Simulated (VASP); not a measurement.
# Sb (Im-3m) in VASP: a series of runs

Aim: see how the results for Sb move with the level of theory and the settings. Levels: r2SCAN0, r2SCANh, HF. Tasks: single point.

Everything below comes from runs of VASP 6.6.1. Logs are shortened: lines on timing, memory, paths and dates and some standing lists are left out, and cuts for length are marked.

### 1 The cell of the first run

It takes space group Im-3m (No. 229, cubic). Conventional cell: a = 3.743 Å, b = 3.743 Å, c = 3.743 Å, α = 90.00°, β = 90.00°, γ = 90.00°. Sb (site symmetry m-3m) has 14 Sb at 3.24 to 3.74 Å within 4.3 Å.

### 2 Single point, r2SCAN0

Contents of POSCAR:

```
Sb
1.0
   -1.8713408863      1.8713408863      1.8713408863
    1.8713408863     -1.8713408863      1.8713408863
    1.8713408863      1.8713408863     -1.8713408863
Sb
1
Direct
    0.0000000000      0.0000000000      0.0000000000
```

Contents of INCAR.step1:

```
SYSTEM = Sb
PREC     = Accurate       ! precision mode
ENCUT    = 520            ! plane-wave cutoff, eV
EDIFF    = 1E-5           ! SCF threshold, eV
ISMEAR   = -1             ! smearing method
SIGMA    = 0.05           ! smearing width, eV
LREAL    = .False.        ! projectors in reciprocal space
LASPH    = .True.         ! aspherical terms in the spheres
NELM     = 80             ! most SCF steps
ALGO     = Normal         ! electronic algorithm
ISIF     = 2              ! what is computed and relaxed
LWAVE    = .True.         ! write WAVECAR
LCHARG   = .False.        ! write CHGCAR
GGA      = PE             ! functional
NBANDS   = 8              ! bands
```

Contents of INCAR.step2:

```
SYSTEM = Sb
PREC     = Accurate       ! precision mode
ENCUT    = 520            ! plane-wave cutoff, eV
EDIFF    = 1E-6           ! SCF threshold, eV
ISMEAR   = -1             ! smearing method
SIGMA    = 0.05           ! smearing width, eV
LREAL    = .False.        ! projectors in reciprocal space
LASPH    = .True.         ! aspherical terms in the spheres
NELM     = 80             ! most SCF steps
ALGO     = Normal         ! electronic algorithm
ISIF     = 2              ! what is computed and relaxed
LWAVE    = .False.        ! write WAVECAR
LCHARG   = .False.        ! write CHGCAR
METAGGA  = R2SCAN         ! meta-GGA
LHFCALC  = .True.         ! exact exchange
AEXX     = 0.25           ! exact-exchange fraction
LMIXTAU  = .True.       
PRECFOCK = Normal       
ISTART   = 1            
NBANDS   = 8              ! bands
```

Contents of KPOINTS:

```
Automatic mesh
0
Gamma
  5 5 5
  0 0 0
```

Potentials or basis: VASP PAW PBE potentials, release 64 (Sb).

Run with:

```bash
> cat potpaw_PBE.64/Sb/POTCAR > POTCAR
> cp INCAR.step1 INCAR
> mpirun -np 1 vasp_std > vasp.out
> cp INCAR.step2 INCAR
> mpirun -np 1 vasp_std > vasp.out
```

OUTCAR:

```text
SYSTEM = Sb
   PREC = Accurate
   ENCUT = 520
   EDIFF = 1E-6
   ISMEAR = -1
   LREAL = .False.
   LASPH = .True.
   NELM = 80
   ISIF = 2
   METAGGA = R2SCAN
   LHFCALC = .True.
   AEXX = 0.25
   PRECFOCK = Normal
   ISTART = 1

 ion  position               nearest neighbor table
   1  0.000  0.000  0.000-

  LATTYP: Found a body centered cubic cell.
 ALAT       =     3.7426817726

  Lattice vectors:

 A1 = (  -1.8713408863,   1.8713408863,   1.8713408863)
 A2 = (   1.8713408863,  -1.8713408863,   1.8713408863)
 A3 = (   1.8713408863,   1.8713408863,  -1.8713408863)

Analysis of symmetry for initial positions (statically):
=====================================================================
 Subroutine PRICEL returns:
 Original cell was already a primitive cell.

 Routine SETGRP: Setting up the symmetry group for a
 body centered cubic supercell.

 Subroutine GETGRP returns: Found 48 space group operations
 (whereof 48 operations were pure point group operations)
 out of a pool of 48 trial point group operations.

The static configuration has the point symmetry O_h .

Analysis of symmetry for dynamics (positions and initial velocities):
=====================================================================
 Subroutine PRICEL returns:
 Original cell was already a primitive cell.

 Routine SETGRP: Setting up the symmetry group for a
 body centered cubic supercell.

 Subroutine GETGRP returns: Found 48 space group operations
 (whereof 48 operations were pure point group operations)
 out of a pool of 48 trial point group operations.

The dynamic configuration has the point symmetry O_h .

 Subroutine INISYM returns: Found 48 space group operations
 (whereof 48 operations are pure point group operations),
 and found     1 'primitive' translations

----------------------------------------------------------------------------------------

                                     Primitive cell

  volume of cell :      26.2131

  direct lattice vectors                    reciprocal lattice vectors
    -1.871340886  1.871340886  1.871340886     0.000000000  0.267188092  0.267188092
     1.871340886 -1.871340886  1.871340886     0.267188092  0.000000000  0.267188092
     1.871340886  1.871340886 -1.871340886     0.267188092  0.267188092  0.000000000

  length of vectors
     3.241257493  3.241257493  3.241257493     0.377861023  0.377861023  0.377861023

  position of ions in fractional coordinates (direct lattice)
     0.000000000  0.000000000  0.000000000

  ion indices of the primitive-cell ions
   primitive index   ion index
                 1           1

----------------------------------------------------------------------------------------

 KPOINTS: Automatic mesh

Automatic generation of k-mesh.
 Grid dimensions read from file:
 generate k-points for:    5    5    5

 Generating k-lattice:

  Cartesian coordinates                     Fractional coordinates (reciprocal lattice)
     0.000000000  0.053437618  0.053437618     0.200000000  0.000000000  0.000000000
     0.053437618  0.000000000  0.053437618     0.000000000  0.200000000  0.000000000
     0.053437618  0.053437618  0.000000000     0.000000000  0.000000000  0.200000000

  Length of vectors
     0.075572205  0.075572205  0.075572205

  Shift w.r.t. Gamma in fractional coordinates (k-lattice)
     0.000000000  0.000000000  0.000000000

 Subroutine IBZKPT returns following result:
 ===========================================

 Found     10 irreducible k-points:

 Following reciprocal coordinates:
            Coordinates               Weight
  0.000000  0.000000  0.000000      1.000000
  0.200000  0.000000  0.000000     12.000000
  0.400000  0.000000  0.000000     12.000000
  0.200000  0.200000  0.000000     24.000000
  0.400000  0.200000  0.000000     24.000000
  0.200000  0.200000  0.200000      8.000000
 -0.200000  0.200000  0.200000      6.000000
 -0.400000  0.400000  0.200000     24.000000
 -0.400000 -0.400000  0.200000      8.000000
 -0.400000  0.400000  0.400000      6.000000
   k-points           NKPTS =     10   k-points in BZ     NKDIM =    125   number of bands    NBANDS=      8
   number of dos      NEDOS =    301   number of ions     NIONS =      1
   total plane-waves  NPLWV =  13824
   dimension x,y,z NGX =    24 NGY =   24 NGZ =   24
   dimension x,y,z NGXF=    48 NGYF=   48 NGZF=   48
   ions per type =               1
   NGX,Y,Z   is equivalent  to a cutoff of  12.31, 12.31, 12.31 a.u.
   NGXF,Y,Z  is equivalent  to a cutoff of  24.62, 24.62, 24.62 a.u.
 SYSTEM =  Sb
   PREC   = accura    normal or accurate (medium, high low for compatibility)
   ISTART =      1    job   : 0-new  1-cont  2-samecut
   ICHARG =      0    charge: 1-file 2-atom 10-const
   ISPIN  =      1    spin polarized calculation?
   LNONCOLLINEAR =      F non collinear calculations
   LSORBIT =      F    spin-orbit coupling
   LASPH  =      T    aspherical Exc in radial PAW
[... 50 lines left out ...]
  ---------------------------------------------------
  ext. energy  EPLUGINS =         0.00000000
  ---------------------------------------------------
  free energy    TOTEN  =       -21.45041268 eV

  energy without entropy =      -21.44397175  energy(sigma->0) =      -21.44719221

 E-fermi :   8.5662     XC(G=0):  -8.5940

 val. band max:        8.4586474568   @ k =   0.2000   0.2000   0.0000
 cond. band min:       9.0230128179   @ k =  -0.4000   0.4000   0.2000
 fundamental gap:      0.5643653611
 Fermi energy:         8.5661779233

 k-point     1 :       0.0000    0.0000    0.0000
  band No.  band energies     occupation
      1      -6.8548      2.00000
      2      15.6418      0.00000
      3      15.6418      0.00000
      4      15.6418      0.00000
      5      20.6180      0.00000
      6      20.6180      0.00000
      7      20.6180      0.00000
      8      22.3877      0.00000

 k-point     2 :       0.2000    0.0000    0.0000
  band No.  band energies     occupation
      1      -5.8774      2.00000
      2      10.3673      0.00000
      3      13.3597      0.00000
      4      14.8564      0.00000
      5      18.2337      0.00000
      6      18.3422      0.00000
      7      21.5223      0.00000
      8      22.3658      0.00000

 k-point     3 :       0.4000    0.0000    0.0000
  band No.  band energies     occupation
      1      -3.0890      2.00000
      2       3.0695      2.00000
      3      11.2475      0.00000
      4      13.7076      0.00000
      5      16.6000      0.00000
      6      16.8507      0.00000
      7      23.5006      0.00000
      8      24.3996      0.00000

 k-point     4 :       0.2000    0.2000    0.0000
  band No.  band energies     occupation
      1      -3.9654      2.00000
      2       5.9948      2.00000
      3       8.4586      1.79145
      4      12.8211      0.00000
      5      18.3606      0.00000
      6      19.5178      0.00000
      7      22.5793      0.00000
      8      23.5868      0.00000

 k-point     5 :       0.4000    0.2000    0.0000
  band No.  band energies     occupation
      1      -1.3768      2.00000
      2       2.1833      2.00000
      3       6.5298      2.00000
      4      12.0367      0.00000
      5      18.0800      0.00000
      6      21.0709      0.00000
      7      22.9051      0.00000
      8      23.1266      0.00000

 k-point     6 :       0.2000    0.2000    0.2000
  band No.  band energies     occupation
      1      -1.5555      2.00000
      2       3.7982      2.00000
      3       6.5373      2.00000
      4       6.5373      2.00000
      5      23.5957      0.00000
      6      23.5957      0.00000
      7      25.3923      0.00000
      8      25.3923      0.00000

 k-point     7 :      -0.2000    0.2000    0.2000
  band No.  band energies     occupation
      1      -4.9028      2.00000
      2      10.4926      0.00000
      3      11.0904      0.00000
      4      11.0904      0.00000
      5      16.1378      0.00000
      6      21.6673      0.00000
      7      21.6673      0.00000
      8      21.8692      0.00000

 k-point     8 :      -0.4000    0.4000    0.2000
  band No.  band energies     occupation
      1      -2.1445      2.00000
      2       4.0342      2.00000
      3       9.0230      0.00022
      4      10.8052      0.00000
      5      16.3601      0.00000
      6      20.3146      0.00000
      7      20.3773      0.00000
      8      21.8857      0.00000

 k-point     9 :      -0.4000   -0.4000    0.2000
  band No.  band energies     occupation
      1      -0.0880      2.00000
      2       4.1688      2.00000
      3       4.1688      2.00000
      4      11.6773      0.00000
      5      16.5173      0.00000
      6      16.5173      0.00000
      7      20.1186      0.00000
      8      26.8562      0.00000

 k-point    10 :      -0.4000    0.4000    0.4000
  band No.  band energies     occupation
      1       0.4358      2.00000
      2       6.1087      2.00000
      3       6.3288      2.00000
      4       6.3288      2.00000
      5      12.8414      0.00000
      6      15.1162      0.00000
      7      25.6287      0.00000
      8      26.2782      0.00000

------------------------ aborting loop because EDIFF is reached ----------------------------------------

  FORCE on cell =-STRESS in cart. coord.  units (eV):
  Direction    XX          YY          ZZ          XY          YZ          ZX
  --------------------------------------------------------------------------------------
  -------------------------------------------------------------------------------------
  Total       -0.5694459     -0.5694459     -0.5694459     -0.0000000     -0.0000000     -0.0000000
  in kB      -34.8052148    -34.8052148    -34.8052148     -0.0000000     -0.0000000     -0.0000000
  external PRESSURE =     -34.8052148 kB  Pullay stress =       0.0000000 kB

 VOLUME and BASIS-vectors are now :
 -----------------------------------------------------------------------------
  energy-cutoff  :      520.00
  volume of cell :       26.21
      direct lattice vectors                 reciprocal lattice vectors
    -1.871340886  1.871340886  1.871340886     0.000000000  0.267188092  0.267188092
     1.871340886 -1.871340886  1.871340886     0.267188092  0.000000000  0.267188092
     1.871340886  1.871340886 -1.871340886     0.267188092  0.267188092  0.000000000

 POSITION                                       TOTAL-FORCE (eV/Angst)
 -----------------------------------------------------------------------------------
      0.00000      0.00000      0.00000         0.000000     -0.000000     -0.000000
 -----------------------------------------------------------------------------------
    total drift:                                0.000000      0.000000     -0.000000

  FREE ENERGIE OF THE ION-ELECTRON SYSTEM (eV)
  ---------------------------------------------------
  free  energy   TOTEN  =       -21.4504126806 eV

  energy  without entropy=      -21.4439717459  energy(sigma->0) =      -21.44719221
```

Run time: 2.3 min. Hardware: 1 thread of AMD EPYC 9R45 (Zen 5), shared host; peak memory 0.12 GiB.

What came out:

```yaml
Free_energy: -21.4504 eV
Pressure: -3.5 GPa
```

Levels at points of the mesh, in eV from the Fermi level:
```csv
k point,band 1,band 2,band 3,band 4,band 5
"(0.00, 0.00, 0.00)",-15.42,7.08,7.08,7.08,12.05
```

Caveat: the k points lie up to 0.47 Å⁻¹ apart; the PAW data sets were made with another functional, which shifts forces and pressure a little; spin-orbit coupling is left out, which moves the levels of the heavy elements.

### 3 Single point, r2SCANh

POSCAR is that of step 2.

Contents of INCAR.step1:

```
ALGO = Normal
EDIFF = 1E-5
ENCUT = 520
GGA = PE
ISIF = 2
ISMEAR = -1
LASPH = T
LCHARG = F
LREAL = F
LWAVE = T
NBANDS = 8
NELM = 80
PREC = Accurate
SIGMA = 0.05
```

Contents of INCAR.step2:

```
AEXX = 0.1
ALGO = Normal
EDIFF = 1E-6
ENCUT = 520
ISIF = 2
ISMEAR = -1
ISTART = 1
LASPH = T
LCHARG = F
LHFCALC = T
LMIXTAU = T
LREAL = F
LWAVE = F
METAGGA = R2SCAN
NBANDS = 8
NELM = 80
PREC = Accurate
PRECFOCK = Normal
SIGMA = 0.05
```

Contents of KPOINTS:

```
k-points
0
Gamma
  5 5 5
```

Potentials or basis: VASP PAW PBE potentials, release 64 (Sb).

Run with:

```bash
> cat potpaw_PBE.64/Sb/POTCAR > POTCAR
> cp INCAR.step1 INCAR
> mpirun -np 1 vasp_std > vasp.out
> cp INCAR.step2 INCAR
> mpirun -np 1 vasp_std > vasp.out
```

Run time: 2.5 min. Hardware: 1 thread of AMD EPYC 9R45 (Zen 5), shared host; peak memory 0.12 GiB.

The run converged. Its results:

* Free energy: -23.7404 eV
* Pressure: 0.7 GPa

Levels at points of the mesh, in eV from the Fermi level:
| k point | band 1 | band 2 | band 3 | band 4 | band 5 | band 6 |
| --- | --- | --- | --- | --- | --- | --- |
| (0.00, 0.00, 0.00) | -14.41 | 6.38 | 6.38 | 6.38 | 11.39 | 11.39 |

Caveat: the k points lie up to 0.47 Å⁻¹ apart; the PAW data sets were made with another functional, which shifts forces and pressure a little; spin-orbit coupling is left out, which moves the levels of the heavy elements.

### 4 Single point, HF

POSCAR is that of step 3.

Contents of INCAR.step1:

```
ALGO = Normal ; EDIFF = 1E-5
ENCUT = 520 ; GGA = PE
ISIF = 2 ; ISMEAR = -1
LASPH = True ; LCHARG = False
LREAL = False ; LWAVE = True
NBANDS = 8 ; NELM = 80
PREC = Accurate ; SIGMA = 0.05
```

Contents of INCAR.step2:

```
AEXX = 1.0 ; AGGAC = 0.0
ALDAC = 0.0 ; ALGO = Normal
EDIFF = 1E-7 ; ENCUT = 520
GGA = PE ; ISIF = 2
ISMEAR = -1 ; ISTART = 1
LASPH = True ; LCHARG = False
LHFCALC = True ; LREAL = False
LWAVE = False ; NBANDS = 8
NELM = 80 ; PREC = Accurate
PRECFOCK = Normal ; SIGMA = 0.05
```

KPOINTS is that of step 3.

Run with:

```bash
> cat potpaw_PBE.64/Sb/POTCAR > POTCAR
> cp INCAR.step1 INCAR
> mpirun -np 1 vasp_std > vasp.out
> cp INCAR.step2 INCAR
> mpirun -np 1 vasp_std > vasp.out
```

Run time: 3.2 min. Hardware: 1 thread of AMD EPYC 9R45 (Zen 5), shared host; peak memory 0.11 GiB.

Results (log left out):

```
Free energy : -27.7496 eV
Pressure    : -31.2 GPa
```

Levels at points of the mesh, in eV from the Fermi level:
| k point | band 1 | band 2 | band 3 | band 4 | band 5 |
| --- | --- | --- | --- | --- | --- |
| (0.00, 0.00, 0.00) | -13.54 | 4.83 | 4.83 | 4.83 | 21.48 |

Caveat: the k points lie up to 0.47 Å⁻¹ apart; the PAW data sets were made with another functional, which shifts forces and pressure a little; spin-orbit coupling is left out, which moves the levels of the heavy elements.

### 5 Single point, HF

This run uses another cell than the first one, of 27.99 Å³/atom, 1.068 times its volume.

Contents of POSCAR:

```
Sb
1.0
   -1.9127877710      1.9127877710      1.9127877710
    1.9127877710     -1.9127877710      1.9127877710
    1.9127877710      1.9127877710     -1.9127877710
Sb
1
Direct
    0.0000000000      0.0000000000      0.0000000000
```

Contents of INCAR.step1:

```
PREC     = Accurate       # precision mode
ENCUT    = 520            # plane-wave cutoff, eV
EDIFF    = 1E-5           # SCF threshold, eV
ISMEAR   = -1             # smearing method
SIGMA    = 0.05           # smearing width, eV
LREAL    = False          # projectors in reciprocal space
LASPH    = True           # aspherical terms in the spheres
NELM     = 100            # most SCF steps
ALGO     = Normal         # electronic algorithm
ISIF     = 2              # what is computed and relaxed
LWAVE    = True           # write WAVECAR
LCHARG   = False          # write CHGCAR
NBANDS   = 8              # bands
GGA      = PE             # functional
```

Contents of INCAR.step2:

```
PREC     = Accurate       # precision mode
ENCUT    = 520            # plane-wave cutoff, eV
EDIFF    = 1E-7           # SCF threshold, eV
ISMEAR   = -1             # smearing method
SIGMA    = 0.05           # smearing width, eV
LREAL    = False          # projectors in reciprocal space
LASPH    = True           # aspherical terms in the spheres
NELM     = 100            # most SCF steps
ALGO     = Normal         # electronic algorithm
ISIF     = 2              # what is computed and relaxed
LWAVE    = False          # write WAVECAR
LCHARG   = False          # write CHGCAR
GGA      = PE             # functional
LHFCALC  = True           # exact exchange
AEXX     = 1.0            # exact-exchange fraction
ALDAC    = 0.0          
AGGAC    = 0.0          
PRECFOCK = Normal       
NBANDS   = 8              # bands
ISTART   = 1
```

Contents of KPOINTS:

```
Automatic mesh
0
Gamma
  5 5 5
```

Run with:

```bash
> cat potpaw_PBE.64/Sb/POTCAR > POTCAR
> cp INCAR.step1 INCAR
> mpirun -np 1 vasp_std > vasp.out
> cp INCAR.step2 INCAR
> mpirun -np 1 vasp_std > vasp.out
```

Run time: 5.8 min. Hardware: 1 thread of AMD EPYC 9R45 (Zen 5), shared host; peak memory 0.14 GiB.

Results (log left out):

| Quantity | Value |
| --- | --- |
| Free energy | -27.4314 eV |
| Pressure | -30.7 GPa |

Levels at points of the mesh, in eV from the Fermi level:
```
           k point  band 1  band 2  band 3  band 4  band 5
(0.00, 0.00, 0.00)  -12.94    4.48    4.48    4.48   20.99
```

Caveat: the k points lie up to 0.46 Å⁻¹ apart; the PAW data sets were made with another functional, which shifts forces and pressure a little; spin-orbit coupling is left out, which moves the levels of the heavy elements.

### 6 The runs side by side

| level | cell | gap on the mesh (eV) | pressure (GPa) |
| --- | --- | --- | --- |
| r2SCAN0 | a = 3.241 Å, angles 109.5°, 1 atom | none | -3.5 |
| r2SCANh | a = 3.241 Å, angles 109.5°, 1 atom | none | 0.7 |
| HF | a = 3.241 Å, angles 109.5°, 1 atom | none | -31.2 |
| HF | a = 3.313 Å, angles 109.5°, 1 atom | none | -30.7 |

Alike in all rows: task single point; potentials or basis VASP PAW PBE potentials, release 64 (Sb); no spin polarisation; k mesh 5 × 5 × 5; cutoff (eV) 520; smearing fermi-dirac 0.05 eV.

Caveats: all runs use coarse meshes; the PAW data sets were made with another functional, which shifts forces and pressure a little; spin-orbit coupling is left out, which moves the levels of the heavy elements.

Total energies depend on the potentials used, so only differences within one code and one set of settings carry meaning.
